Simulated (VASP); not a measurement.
GaN, 2 atoms in the cell. It takes space group I-4m2 (No. 119, tetragonal). Conventional cell: a = 3.180 Å, b = 3.180 Å, c = 4.617 Å, α = 90.00°, β = 90.00°, γ = 90.00°. Within 2.6 Å of Ga (site symmetry -4m2) lie 4 N at 1.97 Å. N (site symmetry -4m2) has 4 Ga at 1.97 Å within 2.6 Å.  This cell differs from its parent crystal: uniaxial x strain +2.6%.

- Program: VASP 6.6.1
- Task: single point
- Functional: r2SCAN
- Potentials or basis: VASP PAW PBE potentials, release 64 (Ga_d, N)
- Cutoff: 520 eV
- k mesh: 10 × 10 × 10
- Occupations: gaussian, width 0.01 eV
- Spin: no spin polarisation
- Dipole correction: no
- Further INCAR settings: ALGO = Normal; EDIFF = 1e-06; NBANDS = 16

Potentials or basis: VASP PAW PBE potentials, release 64 (Ga_d, N).

Launch:

```console
$ cat potpaw_PBE.64/Ga_d/POTCAR potpaw_PBE.64/N/POTCAR > POTCAR
$ cp INCAR.step1 INCAR
$ mpirun -np 1 vasp_std > vasp.out
$ cp INCAR.step2 INCAR
$ mpirun -np 1 vasp_std > vasp.out
```

Hardware: 1 thread of Intel(R) Xeon(R) Platinum 8488C (Sapphire Rapids), on a shared host.

Q: How long does it take, and how much memory?

A: Wall time 58 s on 1 thread of Intel(R) Xeon(R) Platinum 8488C (Sapphire Rapids), on a shared host, peak memory 0.17 GiB. Counts: k points 102.
